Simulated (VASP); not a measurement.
**B17HN18 (a cell with a defect): single point with HSE06**

System: B17HN18 (a cell with a defect).

```
B N H
1.0
     7.46503    0.00000    0.00000
    -3.73252    6.46491    0.00000
     0.00000    0.00000    6.49548
B N H
17 18 1
Direct
  0.11711 0.21868 0.24191
  0.22142 0.12054 0.75931
  0.11642 0.54820 0.24331
  0.21939 0.45763 0.80779
  0.11610 0.88318 0.23911
  0.21693 0.78448 0.74501
  0.45165 0.22028 0.23228
  0.55002 0.11425 0.73728
  0.44736 0.55241 0.14318
  0.45131 0.88294 0.24406
  0.54529 0.78083 0.80734
  0.78278 0.21684 0.25433
  0.88427 0.11675 0.76937
  0.77940 0.54796 0.23180
  0.88361 0.45509 0.73511
  0.78092 0.88226 0.24183
  0.87938 0.77611 0.75604
  0.10894 0.23163 0.78458
  0.22717 0.10589 0.23638
  0.10966 0.56193 0.74535
  0.22548 0.43806 0.23032
  0.10688 0.89638 0.74797
  0.22720 0.77237 0.24025
  0.43781 0.22037 0.73702
  0.56030 0.10661 0.25254
  0.42372 0.57674 0.89727
  0.56096 0.43834 0.20522
  0.44010 0.89069 0.74483
  0.56145 0.77399 0.23088
  0.77430 0.22756 0.74526
  0.89360 0.10573 0.25705
  0.77646 0.56310 0.73015
  0.89291 0.43908 0.25134
  0.77069 0.89285 0.78512
  0.89381 0.77238 0.23550
  0.54810 0.38665 0.73982
```

```json
{
  "Program": "VASP 6.6.1",
  "Task": "single point",
  "Functional": "HSE06",
  "Potentials or basis": "VASP PAW PBE potentials, release 64 (B, N, H)",
  "Cutoff": "520 eV",
  "k mesh": "1 × 1 × 1, shifted",
  "Occupations": "fermi-dirac, width 0.01 eV",
  "Spin": "no spin polarisation"
}
```

| Quantity | Value |
| --- | --- |
| Largest force | 0.311 eV/Å |

Forces on the atoms (eV/Å):
```
B   -0.001  0.040 -0.022
B    0.026  0.003 -0.010
B    0.026 -0.032 -0.010
B   -0.001  0.033  0.048
B   -0.002 -0.005 -0.010
B    0.005 -0.014  0.028
B    0.005  0.053 -0.016
B   -0.055  0.005  0.039
B   -0.029  0.017 -0.032
B    0.042 -0.014 -0.012
B   -0.010 -0.023  0.042
B    0.002  0.005 -0.012
B   -0.012 -0.003  0.009
B   -0.035 -0.028 -0.012
B   -0.063  0.071  0.037
B   -0.026 -0.026 -0.020
B    0.013 -0.070 -0.008
N    0.005 -0.037 -0.019
N   -0.014 -0.013 -0.002
N   -0.021  0.003  0.064
N   -0.090 -0.049 -0.045
N    0.031  0.004  0.014
N   -0.014  0.011  0.006
N    0.084  0.072  0.034
N    0.006 -0.003 -0.027
N   -0.124  0.066 -0.075
N    0.055 -0.041  0.021
N   -0.018  0.044  0.066
N   -0.010  0.102 -0.046
N    0.018 -0.032  0.003
N   -0.011  0.013 -0.043
N    0.241  0.102  0.042
N    0.007 -0.005 -0.024
N    0.021  0.028 -0.022
N   -0.001  0.028  0.000
H   -0.052 -0.307  0.011
```

Levels at points of the mesh, in eV from the Fermi level:
```csv
k point,band 70,band 71,band 72,band 73,band 74,band 75
"(0.25, 0.25, 0.25)",-1.02,-0.71,-0.30,4.86,5.02,5.22
```

Wall time 4.1 min on 1 thread of Intel(R) Xeon(R) Platinum 8488C (Sapphire Rapids) (shared host), peak memory 0.55 GiB.

Caveat: the cell carries a net charge on a neutralising background, which shifts energy and pressure; the cell is charged against a uniform background, so pressure and absolute levels hang on convention; the PAW data sets were made with another functional, which shifts forces and pressure a little.
